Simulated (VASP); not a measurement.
# NaCl (Cmmm) in VASP: notebook

The runs below take NaCl through single point, with PBEsol.

All numbers are computed with VASP 6.6.1; they aren't measurements. Logs are shortened: lines on timing, memory, paths and dates and some standing lists are left out, and cuts for length are marked.

**1. The cell of the first run**

Symmetry: Cmmm, No. 65, orthorhombic system. The conventional cell has a = 4.860 Å, b = 5.046 Å, c = 3.502 Å, α = 90.00°, β = 90.00°, γ = 90.00°. Na (site symmetry mmm) has 8 Cl at 3.00 to 3.07 Å and 6 Na at 3.50 Å within 3.9 Å. Cl (site symmetry mmm) has 8 Na at 3.00 to 3.07 Å and 6 Cl at 3.50 Å within 3.9 Å.

**2. Single point, PBEsol (strain +0.0375 x Voigt [0, 0, 0, 0, 1, 0])**

Contents of INCAR:

```
SYSTEM = NaCl
PREC = Accurate ; ENCUT = 520
EDIFF = 1E-6 ; ISMEAR = 0
SIGMA = 0.05 ; LREAL = .FALSE.
LASPH = .TRUE. ; NELM = 80
ALGO = Normal ; ISIF = 2
LWAVE = .FALSE. ; LCHARG = .FALSE.
GGA = PS ; NBANDS = 14
```

Contents of KPOINTS:

```
Automatic mesh
0
G
  6 6 6
  0 0 0
```

Contents of POSCAR:

```
NaCl
1.0
    3.5021900000      0.0000000000      0.0656660625
    0.0000000000      3.5021900000      0.0000000000
    0.0656660625      0.0000000000      3.5021900000
Na Cl
1 1
Direct
    0.0000000000      0.0000000000      0.0000000000
    0.5000000000      0.5000000000      0.5000000000
```

Potentials or basis: VASP PAW PBE potentials, release 64 (Na_pv, Cl).

The run is started by

```bash
$ cat potpaw_PBE.64/Na_pv/POTCAR potpaw_PBE.64/Cl/POTCAR > POTCAR
$ mpirun -np 1 vasp_std > vasp.out
```

OUTCAR:

```text
SYSTEM = NaCl
   PREC = Accurate
   ENCUT = 520
   EDIFF = 1E-6
   ISMEAR = 0
   LREAL = .FALSE.
   LASPH = .TRUE.
   NELM = 80
   ISIF = 2
   GGA = PS

 ion  position               nearest neighbor table
   1  0.000  0.000  0.000-
   2  0.500  0.500  0.500-

  LATTYP: Found a base centered orthorhombic cell.
 ALAT       =     4.8599787598
 B/A-ratio  =     1.0382165605
 C/A-ratio  =     0.7206183757

  Lattice vectors:

 A1 = (  -3.5021900000,   0.0000000000,  -0.0656660625)
 A2 = (   0.0656660625,   0.0000000000,   3.5021900000)
 A3 = (   0.0000000000,   3.5021900000,   0.0000000000)

Analysis of symmetry for initial positions (statically):
=====================================================================
 Subroutine PRICEL returns:
 Original cell was already a primitive cell.

 Routine SETGRP: Setting up the symmetry group for a
 base centered orthorhombic supercell.

 Subroutine GETGRP returns: Found  8 space group operations
 (whereof  8 operations were pure point group operations)
 out of a pool of  8 trial point group operations.

The static configuration has the point symmetry D_2h.

Analysis of symmetry for dynamics (positions and initial velocities):
=====================================================================
 Subroutine PRICEL returns:
 Original cell was already a primitive cell.

 Routine SETGRP: Setting up the symmetry group for a
 base centered orthorhombic supercell.

 Subroutine GETGRP returns: Found  8 space group operations
 (whereof  8 operations were pure point group operations)
 out of a pool of  8 trial point group operations.

The dynamic configuration has the point symmetry D_2h.

 Subroutine INISYM returns: Found  8 space group operations
 (whereof  8 operations are pure point group operations),
 and found     1 'primitive' translations

----------------------------------------------------------------------------------------

                                     Primitive cell

  volume of cell :      42.9404

  direct lattice vectors                    reciprocal lattice vectors
     3.502190000  0.000000000  0.065666062     0.285636041  0.000000000 -0.005355676
     0.000000000  3.502190000  0.000000000     0.000000000  0.285535622  0.000000000
     0.065666062  0.000000000  3.502190000    -0.005355676  0.000000000  0.285636041

  length of vectors
     3.502805565  3.502190000  3.502805565     0.285686246  0.285535622  0.285686246

  position of ions in fractional coordinates (direct lattice)
     0.000000000  0.000000000  0.000000000
     0.500000000  0.500000000  0.500000000

  ion indices of the primitive-cell ions
   primitive index   ion index
                 1           1
                 2           2

----------------------------------------------------------------------------------------

 KPOINTS: Automatic mesh

Automatic generation of k-mesh.
 Grid dimensions read from file:
 generate k-points for:    6    6    6

 Generating k-lattice:

  Cartesian coordinates                     Fractional coordinates (reciprocal lattice)
     0.047606007  0.000000000 -0.000892613     0.166666667  0.000000000 -0.000000000
     0.000000000  0.047589270  0.000000000     0.000000000  0.166666667  0.000000000
    -0.000892613  0.000000000  0.047606007    -0.000000000  0.000000000  0.166666667

  Length of vectors
     0.047614374  0.047589270  0.047614374

  Shift w.r.t. Gamma in fractional coordinates (k-lattice)
     0.000000000  0.000000000  0.000000000

 Subroutine IBZKPT returns following result:
 ===========================================

 Found     52 irreducible k-points:

 Following reciprocal coordinates:
            Coordinates               Weight
  0.000000  0.000000  0.000000      1.000000
  0.166667  0.000000  0.000000      4.000000
  0.333333  0.000000  0.000000      4.000000
  0.500000  0.000000  0.000000      2.000000
  0.000000  0.166667  0.000000      2.000000
  0.166667  0.166667  0.000000      8.000000
[... 16 lines left out ...]
  0.333333  0.166667  0.166667      8.000000
  0.500000  0.166667  0.166667      8.000000
 [... further k-points ...]
   k-points           NKPTS =     52   k-points in BZ     NKDIM =     52   number of bands    NBANDS=     14
   number of dos      NEDOS =    301   number of ions     NIONS =      2
   total plane-waves  NPLWV =  21952
   dimension x,y,z NGX =    28 NGY =   28 NGZ =   28
   dimension x,y,z NGXF=    56 NGYF=   56 NGZF=   56
   ions per type =               1   1
   NGX,Y,Z   is equivalent  to a cutoff of  13.29, 13.29, 13.29 a.u.
   NGXF,Y,Z  is equivalent  to a cutoff of  26.58, 26.58, 26.58 a.u.
 SYSTEM =  NaCl
   PREC   = accura    normal or accurate (medium, high low for compatibility)
   ISTART =      0    job   : 0-new  1-cont  2-samecut
   ICHARG =      2    charge: 1-file 2-atom 10-const
   ISPIN  =      1    spin polarized calculation?
   LNONCOLLINEAR =      F non collinear calculations
   LSORBIT =      F    spin-orbit coupling
[... 64 lines left out ...]
      4     -12.9992      2.00000
      5      -0.1803      2.00000
      6      -0.1298      2.00000
      7      -0.0754      2.00000
      8       4.2124      0.00000
      9       8.7814      0.00000
     10       8.7941      0.00000
     11      15.7196      0.00000
     12      15.9599      0.00000
     13      16.1457      0.00000
     14      16.1981      0.00000

 k-point     2 :       0.1667    0.0000    0.0000
  band No.  band energies     occupation
      1     -21.5191      2.00000
      2     -21.5065      2.00000
      3     -21.5062      2.00000
      4     -12.9131      2.00000
      5      -0.9442      2.00000
      6      -0.0726      2.00000
      7      -0.0690      2.00000
      8       4.9487      0.00000
      9       9.0897      0.00000
     10       9.3239      0.00000
     11      14.1233      0.00000
     12      14.1759      0.00000
     13      15.4137      0.00000
     14      16.4961      0.00000

 k-point     3 :       0.3333    0.0000    0.0000
  band No.  band energies     occupation
      1     -21.5398      2.00000
      2     -21.5048      2.00000
      3     -21.5046      2.00000
      4     -12.7306      2.00000
      5      -2.1361      2.00000
      6       0.0457      2.00000
      7       0.0467      2.00000
      8       6.2223      0.00000
      9       9.5095      0.00000
     10       9.9447      0.00000
     11      12.6878      0.00000
     12      12.6936      0.00000
     13      14.6198      0.00000
     14      16.1664      0.00000

 k-point     4 :       0.5000    0.0000    0.0000
  band No.  band energies     occupation
      1     -21.5502      2.00000
      2     -21.5039      2.00000
      3     -21.5037      2.00000
      4     -12.6337      2.00000
      5      -2.6291      2.00000
      6       0.1063      2.00000
      7       0.1090      2.00000
      8       7.1095      0.00000
      9       8.8716      0.00000
     10      10.7220      0.00000
     11      12.1398      0.00000
     12      12.1941      0.00000
     13      13.1515      0.00000
     14      17.3157      0.00000

 k-point     5 :       0.0000    0.1667    0.0000
  band No.  band energies     occupation
      1     -21.5181      2.00000
      2     -21.5098      2.00000
      3     -21.5039      2.00000
      4     -12.9131      2.00000
      5      -0.9435      2.00000
      6      -0.1245      2.00000
      7      -0.0169      2.00000
      8       4.9482      0.00000
      9       9.0991      0.00000
     10       9.3205      0.00000
     11      14.1428      0.00000
[... 276 lines left out ...]
 k-point    22 :       0.1667    0.1667    0.1667
  band No.  band energies     occupation
      1     -21.5202      2.00000
      2     -21.5153      2.00000
      3     -21.5116      2.00000
      4     -12.7577      2.00000
      5      -0.9498      2.00000
      6      -0.6342      2.00000
      7      -0.5952      2.00000
      8       6.1590      0.00000
      9       9.7639      0.00000
     10       9.8885      0.00000
     11      12.2963      0.00000
     12      13.0525      0.00000
     13      13.1800      0.00000
     14      17.7985      0.00000

 k-point    23 :       0.3333    0.1667    0.1667
  band No.  band energies     occupation
      1     -21.5364      2.00000
      2     -21.5134      2.00000
      3     -21.5123      2.00000
      4     -12.5946      2.00000
      5      -1.8587      2.00000
      6      -0.5960      2.00000
      7      -0.4476      2.00000
      8       7.0909      0.00000
      9       9.3484      0.00000
     10       9.8117      0.00000
     11      11.8897      0.00000
     12      12.6918      0.00000
     13      13.6760      0.00000
     14      17.5998      0.00000

 k-point    24 :       0.5000    0.1667    0.1667
  band No.  band energies     occupation
      1     -21.5460      2.00000
      2     -21.5124      2.00000
      3     -21.5115      2.00000
      4     -12.5048      2.00000
      5      -2.3317      2.00000
      6      -0.4931      2.00000
      7      -0.3733      2.00000
      8       7.8318      0.00000
      9       8.4975      0.00000
     10       9.6606      0.00000
     11      11.8348      0.00000
     12      13.5015      0.00000
     13      13.5283      0.00000
     14      16.8229      0.00000

 [... further k-points ...]
[... 5 lines left out ...]
  --------------------------------------------------------------------------------------
  -------------------------------------------------------------------------------------
  Total       -0.3179682     -0.3188799     -0.3179682      0.0000000      0.0000000      0.0236824
  in kB      -11.8639091    -11.8979295    -11.8639091      0.0000000      0.0000000      0.8836300
  external PRESSURE =     -11.8752492 kB  Pullay stress =       0.0000000 kB

 VOLUME and BASIS-vectors are now :
 -----------------------------------------------------------------------------
  energy-cutoff  :      520.00
  volume of cell :       42.94
      direct lattice vectors                 reciprocal lattice vectors
     3.502190000  0.000000000  0.065666062     0.285636041  0.000000000 -0.005355676
     0.000000000  3.502190000  0.000000000     0.000000000  0.285535622  0.000000000
     0.065666062  0.000000000  3.502190000    -0.005355676  0.000000000  0.285636041

 POSITION                                       TOTAL-FORCE (eV/Angst)
 -----------------------------------------------------------------------------------
      0.00000      0.00000      0.00000         0.000000      0.000000      0.000000
      1.78393      1.75110      1.78393        -0.000000      0.000000     -0.000000
 -----------------------------------------------------------------------------------
    total drift:                                0.000000      0.000000      0.000000

  FREE ENERGIE OF THE ION-ELECTRON SYSTEM (eV)
  ---------------------------------------------------
  free  energy   TOTEN  =        -6.7231415221 eV

  energy  without entropy=       -6.7231415221  energy(sigma->0) =       -6.72314152
```

Run time: 14 s. Hardware: 1 thread of AMD EPYC 9R45 (Zen 5), shared host; peak memory 0.13 GiB.

What came out:

```
Free energy            : -6.7231 eV
Pressure               : -1.2 GPa
Band gap on the k mesh : 3.84 eV, indirect (least direct gap 4.29 eV)
```

Stress tensor (GPa, compression positive):
```
-1.19  0.00  0.09
 0.00 -1.19  0.00
 0.09  0.00 -1.19
```

Caveat: the cell differs from its parent crystal (strain +0.0375 x Voigt [0, 0, 0, 0, 1, 0]); the PAW data sets were made with another functional, which shifts forces and pressure a little.

**3. Single point, PBEsol (strain +0.1312 x Voigt [0, 0, 0, 0, 1, 0])**

Contents of INCAR:

```
SYSTEM = NaCl
  PREC = Accurate
  ENCUT = 520
  EDIFF = 1E-7
  ISMEAR = 0
  SIGMA = 0.05
  LREAL = .False.
  LASPH = .True.
  NELM = 100
  ALGO = Normal
  ISIF = 2
  LWAVE = .False.
  LCHARG = .False.
  GGA = PS
  NBANDS = 14
```

Contents of KPOINTS:

```
regular mesh
0
Gamma
  6 6 6
  0 0 0
```

Contents of POSCAR:

```
NaCl
1.0
    3.5021900000      0.0000000000      0.2297436640
    0.0000000000      3.5021900000      0.0000000000
    0.2297436640      0.0000000000      3.5021900000
Na Cl
1 1
Direct
    0.0000000000      0.0000000000      0.0000000000
    0.5000000000      0.5000000000      0.5000000000
```

Potentials or basis: VASP PAW PBE potentials, release 64 (Na_pv, Cl).

The run is started by

```bash
$ cat potpaw_PBE.64/Na_pv/POTCAR potpaw_PBE.64/Cl/POTCAR > POTCAR
$ mpirun -np 1 vasp_std > vasp.out
```

It took 16 s on 1 thread of AMD EPYC 9R45 (Zen 5), shared host; peak memory 0.13 GiB.

The run converged. Its results:

* Free energy: -6.7284 eV
* Pressure: -0.8 GPa
* Band gap on the k mesh: 3.92 eV, indirect (least direct gap 4.21 eV)

Stress tensor (GPa, compression positive):
```
-0.82  0.00  0.21
 0.00 -0.85  0.00
 0.21  0.00 -0.82
```

Levels at points of the mesh, in eV from the valence-band top:
| k point | band 3 | band 4 | band 5 | band 6 | band 7 | band 8 | band 9 | band 10 | band 11 | band 12 |
| --- | --- | --- | --- | --- | --- | --- | --- | --- | --- | --- |
| (0.00, 0.00, 0.00) | -21.79 | -13.35 | -0.64 | -0.49 | -0.29 | 3.92 | 8.43 | 8.59 | 14.85 | 15.13 |
| (0.50, 0.00, 0.00) | -21.79 | -12.98 | -2.97 | -0.29 | -0.26 | 6.73 | 8.64 | 10.16 | 11.82 | 12.38 |
| (0.00, 0.50, 0.00) | -21.79 | -12.98 | -2.99 | -0.43 | -0.04 | 6.84 | 8.53 | 10.54 | 11.68 | 12.13 |
| (0.50, 0.50, 0.00) | -21.79 | -12.71 | -2.28 | -2.27 | -0.02 | 5.51 | 9.57 | 10.86 | 11.10 | 12.43 |
| (0.50, 0.00, 0.50) | -21.79 | -12.73 | -2.42 | -2.09 | 0.00 | 5.58 | 9.72 | 10.24 | 11.72 | 12.32 |
| (0.50, 0.50, 0.50) | -21.81 | -12.45 | -1.94 | -1.89 | -1.73 | 6.48 | 7.10 | 7.67 | 11.86 | 14.85 |

Caveat: the cell differs from its parent crystal (strain +0.1312 x Voigt [0, 0, 0, 0, 1, 0]); the PAW data sets were made with another functional, which shifts forces and pressure a little.

**4. Single point, PBEsol (strain +0.0937 x Voigt [0, 0, 0, 0, 1, 0])**

Contents of INCAR:

```
PREC = Accurate
ENCUT = 520
EDIFF = 1E-6
ISMEAR = 0
SIGMA = 0.05
LREAL = F
LASPH = T
NELM = 60
ALGO = Normal
ISIF = 2
LWAVE = F
LCHARG = F
GGA = PS
NBANDS = 14
```

Contents of KPOINTS:

```
Automatic mesh
0
Gamma
  6 6 6
```

Contents of POSCAR:

```
NaCl
1.0
    3.5021900000      0.0000000000      0.1640776015
    0.0000000000      3.5021900000      0.0000000000
    0.1640776015      0.0000000000      3.5021900000
Na Cl
1 1
Direct
    0.0000000000      0.0000000000      0.0000000000
    0.5000000000      0.5000000000      0.5000000000
```

The run is started by

```bash
$ cat potpaw_PBE.64/Na_pv/POTCAR potpaw_PBE.64/Cl/POTCAR > POTCAR
$ mpirun -np 1 vasp_std > vasp.out
```

Wall time 13 s (1 thread of AMD EPYC 9R45 (Zen 5), shared host); peak memory 0.13 GiB.

It converged, with:

| Item | Value |
| --- | --- |
| Free energy | -6.7258 eV |
| Pressure | -1.0 GPa |
| Band gap on the k mesh | 3.88 eV, indirect (least direct gap 4.23 eV) |

Stress tensor (GPa, compression positive):
```
-1.01  0.00  0.19
 0.00 -1.03  0.00
 0.19  0.00 -1.01
```

Levels at points of the mesh, in eV from the valence-band top:
```csv
k point,band 5,band 6,band 7,band 8,band 9,band 10
"(0.00, 0.00, 0.00)",-0.61,-0.49,-0.35,3.88,8.42,8.50
"(0.50, 0.00, 0.00)",-2.98,-0.27,-0.26,6.74,8.57,10.25
"(0.00, 0.50, 0.00)",-2.99,-0.39,-0.10,6.79,8.51,10.46
"(0.50, 0.50, 0.00)",-2.30,-2.29,-0.01,5.47,9.64,10.86
"(0.50, 0.00, 0.50)",-2.40,-2.16,0.00,5.50,9.72,10.40
"(0.50, 0.50, 0.50)",-1.93,-1.89,-1.78,6.60,7.04,7.45
```

Caveat: the cell differs from its parent crystal (strain +0.0937 x Voigt [0, 0, 0, 0, 1, 0]); the PAW data sets were made with another functional, which shifts forces and pressure a little. A k mesh can miss the band edges.

**5. Single point, PBEsol (strain +0.0562 x Voigt [0, 0, 0, 0, 1, 0])**

Contents of INCAR:

```
  PREC = Accurate
  ENCUT = 520
  EDIFF = 1E-6
  ISMEAR = 0
  SIGMA = 0.05
  LREAL = False
  LASPH = True
  NELM = 80
  ALGO = Normal
  ISIF = 2
  LWAVE = False
  LCHARG = False
  GGA = PS
  NBANDS = 14
```

Contents of KPOINTS:

```
regular mesh
0
Gamma
  6 6 6
```

Contents of POSCAR:

```
NaCl
1.0
    3.5021900000      0.0000000000      0.0984115390
    0.0000000000      3.5021900000      0.0000000000
    0.0984115390      0.0000000000      3.5021900000
Na Cl
1 1
Direct
    0.0000000000      0.0000000000      0.0000000000
    0.5000000000      0.5000000000      0.5000000000
```

The run is started by

```bash
$ cat potpaw_PBE.64/Na_pv/POTCAR potpaw_PBE.64/Cl/POTCAR > POTCAR
$ mpirun -np 1 vasp_std > vasp.out
```

Wall time 13 s (1 thread of AMD EPYC 9R45 (Zen 5), shared host); peak memory 0.13 GiB.

It converged, with:

* Free energy: -6.7238 eV
* Pressure: -1.1 GPa
* Band gap on the k mesh: 3.85 eV, indirect (least direct gap 4.27 eV)

Stress tensor (GPa, compression positive):
```
-1.15  0.00  0.13
 0.00 -1.15  0.00
 0.13  0.00 -1.15
```

Levels at points of the mesh, in eV from the valence-band top:
```tsv
k point	band 5	band 6	band 7	band 8	band 9	band 10
(0.00, 0.00, 0.00)	-0.57	-0.50	-0.42	3.85	8.41	8.44
(0.50, 0.00, 0.00)	-3.00	-0.27	-0.26	6.74	8.52	10.32
(0.00, 0.50, 0.00)	-3.00	-0.34	-0.17	6.76	8.50	10.41
(0.50, 0.50, 0.00)	-2.30	-2.30	0.00	5.44	9.70	10.86
(0.50, 0.00, 0.50)	-2.37	-2.23	0.00	5.45	9.73	10.57
(0.50, 0.50, 0.50)	-1.92	-1.88	-1.83	6.73	6.99	7.24
```

Caveat: the cell differs from its parent crystal (strain +0.0562 x Voigt [0, 0, 0, 0, 1, 0]); the PAW data sets were made with another functional, which shifts forces and pressure a little. A k mesh can miss the band edges.

**6. The runs side by side**

```csv
cell,gap on the mesh (eV),pressure (GPa)
"a = 3.503, b = 3.502 Å, angles 90.0, 87.9, 90.0°, 2 atoms",3.84,-1.2
"a = 3.510, b = 3.502 Å, angles 90.0, 82.5, 90.0°, 2 atoms",3.92,-0.8
"a = 3.506, b = 3.502 Å, angles 90.0, 84.6, 90.0°, 2 atoms",3.88,-1.0
"a = 3.504, b = 3.502 Å, angles 90.0, 86.8, 90.0°, 2 atoms",3.85,-1.1
```

Alike in all rows: task single point; level PBEsol; potentials or basis VASP PAW PBE potentials, release 64 (Na_pv, Cl); no spin polarisation; k mesh 6 × 6 × 6; cutoff (eV) 520; smearing gaussian 0.05 eV.

Caveats: the PAW data sets were made with another functional, which shifts forces and pressure a little.

Total energies depend on the potentials used, so only differences within one code and one set of settings carry meaning.
